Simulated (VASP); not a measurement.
Input of a VASP 6.6.1 run:

The input INCAR:

```
PREC = Accurate
ENCUT = 520
EDIFF = 1E-6
ISMEAR = 0
SIGMA = 0.05
LREAL = False
LASPH = True
NELM = 100
ALGO = Normal
ISIF = 2
LWAVE = False
LCHARG = False
GGA = CA
NBANDS = 18
```

KPOINTS

```
Automatic mesh
0
Gamma
  9 9 6
```

Contents of POSCAR:

```
LiF
1.0
    3.1154738578      0.0000000000      0.0000000000
   -1.5577369289      2.6980795057      0.0000000000
    0.0000000000      0.0000000000      4.4071493192
Li F
2 2
Direct
    0.3333333333      0.6666666667      0.3839784076
    0.6666666667      0.3333333333      0.8839784076
    0.3333333333      0.6666666667      0.9910195924
    0.6666666667      0.3333333333      0.4910195924
```

Potentials or basis: VASP PAW LDA potentials, release 64 (Li_sv, F).

Launch:

```bash
$ cat potpaw_LDA.64/Li_sv/POTCAR potpaw_LDA.64/F/POTCAR > POTCAR
$ mpirun -np 1 vasp_std > vasp.out
```

What does it give for the largest force?

0.508 eV/Å.

Estimate the band gap on the k mesh.

7.73 eV.

Forces in eV/Å, atoms in the order of the input:
```
Li   0.000  0.000  0.508
Li   0.000  0.000  0.508
F    0.000  0.000 -0.508
F    0.000  0.000 -0.508
```

Caveat: an odd mesh through Γ misses points on the zone boundary, where band edges can lie.
